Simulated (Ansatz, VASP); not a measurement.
PbS: VASP beside Ansatz

File POSCAR:

```
PbS
1.0
    2.9332578304     -2.9332584105     -0.0000051386
    2.9961091324      2.9961097003     -0.0000051386
   -2.0856050981     -0.0221074140     22.1612863754
Pb S
2 2
Direct
    0.7373195477      0.7171325633      0.9352364734
    0.2828674367      0.2626804523      0.0647635266
    0.2408129866      0.2203999710      0.9448777147
    0.7796000290      0.7591870134      0.0551222853
```

File INCAR.step1:

```
PREC = Accurate ; ENCUT = 520
ISMEAR = 0 ; SIGMA = 0.01
LREAL = False ; LASPH = True
NELM = 60 ; NBANDS = 28
GGA = PE ; ALGO = Normal
EDIFF = 1E-4 ; LWAVE = True
LCHARG = False
```

File INCAR.step2:

```
PREC = Accurate ; ENCUT = 520
EDIFF = 1E-6 ; ISMEAR = 0
SIGMA = 0.01 ; LREAL = False
LASPH = True ; NELM = 60
ALGO = Normal ; ISIF = 2
LWAVE = False ; LCHARG = True
METAGGA = R2SCAN ; LMIXTAU = True
LELF = True ; LVHAR = True
NBANDS = 28 ; ISTART = 1
```

KPOINTS

```
Automatic mesh
0
Gamma
  6 6 2
```

Input for Ansatz:

```yaml
crystal:
  lattice:
    - [2.9332578304, -2.9332584105, -5.1386e-06]
    - [2.9961091324, 2.9961097003, -5.1386e-06]
    - [-2.0856050981, -0.022107414, 22.1612863754]
  atoms:
    - { symbol: Pb, position: [0.7373195477, 0.7171325633, 0.9352364734] }
    - { symbol: Pb, position: [0.2828674367, 0.2626804523, 0.0647635266] }
    - { symbol: S, position: [0.2408129866, 0.220399971, 0.9448777147] }
    - { symbol: S, position: [0.779600029, 0.7591870134, 0.0551222853] }
kpoints:
  mp_grid: { grid: [6, 6, 2] }
  band_path:
    path:
      - [0.0, 0.0, 0.0]
      - [0.0, 0.0, 0.5]
      - [-0.4959193223, 0.4959193223, 0.5]
      - [-0.5040806777, -0.4959193223, 0.5]
      - [-0.5, -0.5, 0.5]
      - [-0.5, 0.5, 0.0]
      - [-0.5, 0.0, 0.5]
      - [-0.5, 0.0, 0.0]
      - [-0.4, 0.0, 0.4]
      - [0.0, 0.408854, 0.0]
      - [0.423177, 0.0, 0.0]
    npoints: 1
hamiltonian:
  xc: r2scan
scf:
  occupations: { method: fixed }
  n_extra_bands: 5
output:
  forces: true
  stress: true
  eigenvalues: true
```

Change from the starting cell: shear_xy strain +2.1%.

Alike in both runs: task single point; functional r2SCAN; k mesh 6 × 6 × 2; no spin polarisation.

```csv
,VASP,Ansatz
version,VASP 6.6.1,Ansatz 0.2.0
potentials or method,"VASP PAW PBE potentials, release 64 (Pb_d, S)","plane waves, PAW"
plane-wave cutoff (eV),520,500
occupations,"gaussian, width 0.01 eV",fixed
valence electrons in the cell,40,40
```

|  | VASP | Ansatz | Ansatz less VASP |
| --- | --- | --- | --- |
| gap on the k mesh at the Fermi level (eV) | 2.29 | 2.29 | 0.000 |
| rms of the force components (eV/Å) | 0.022 | 0.018 | -0.0036 |

VASP's potentials were made for PBE, not for r2SCAN. Atom by atom the forces differ by 0.005 eV/Å (rms over components).

Neither program's run includes spin-orbit coupling.
